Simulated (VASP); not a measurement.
Runs of VASP 6.6.1 on Os. The structure is that of space group Pm-3m (No. 221), or close to it. The cells are those of the table. This isn't the form of Os at room conditions, which is hcp.

```csv
task,cell,cutoff (eV),gap on the mesh (eV),pressure (GPa)
single point,"a = 2.530 Å, 1 atom",520,none,0.1
single point,"a = 2.539 Å, 1 atom",520,none,(a)
single point,"a = 2.522 Å, 1 atom",520,none,3.2
relaxation of cell and atoms,"relaxed from a = 2.490 Å, 1 atom",600,none,-0.1
```

Alike in all rows: level PBEsol; potentials or basis VASP PAW PBE potentials, release 64 (Os); no spin polarisation; k mesh 10 × 10 × 10; smearing gaussian 0.05 eV.

Task: Fill in the values left out.

Result: (a) -2.9.

Caveats: the PAW data sets were made with another functional, which shifts forces and pressure a little; spin-orbit coupling is left out, which moves the levels of the heavy elements; the cell stands under pressure (at least some runs).

A k mesh can miss the band edges, and the runs leave out spin-orbit coupling on Os.

A gap of «none» marks levels without a gap at the run's occupations.
